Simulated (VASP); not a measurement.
# LiCl: single point with PBEsol

LiCl:

```xyz
2
Lattice="0.0000 2.5733 2.5733 2.5733 0.0000 2.5733 2.5733 2.5733 0.0000" Properties=species:S:1:pos:R:3 pbc="T T T"
Li    0.0000    0.0000    0.0000
Cl    2.5733    2.5733    2.5733
```

```
Program                : VASP 6.6.1
Task                   : single point
Functional             : PBEsol
Potentials or basis    : VASP PAW PBE potentials, release 64 (Li_sv, Cl)
Cutoff                 : 520 eV
k mesh                 : 10 × 10 × 10
Occupations            : gaussian, width 0.05 eV
Spin                   : no spin polarisation
Dipole correction      : no
Further INCAR settings : ALGO = Normal; EDIFF = 1e-06; NBANDS = 12
```

```
Band gap on the k mesh : 6.08 eV
```

Levels at points of the mesh, in eV from the valence-band top:
| k point | band 2 | band 3 | band 4 | band 5 | band 6 | band 7 | band 8 | band 9 |
| --- | --- | --- | --- | --- | --- | --- | --- | --- |
| (0.00, 0.00, 0.00) | -13.36 | 0.00 | 0.00 | 0.00 | 6.08 | 11.80 | 11.80 | 11.80 |
| (0.50, 0.00, 0.00) | -12.79 | -2.83 | -0.26 | -0.26 | 6.55 | 9.39 | 9.39 | 12.73 |
| (0.50, 0.50, 0.00) | -12.55 | -2.91 | -1.11 | -1.11 | 7.75 | 8.10 | 12.19 | 13.92 |

It took 10 s on 1 thread of AMD EPYC 9R45 96-Core Processor (Zen 5), with other jobs on the host, peak memory 0.12 GiB.

 PBEsol gaps usually lie below the measured ones, often by a third to a half.
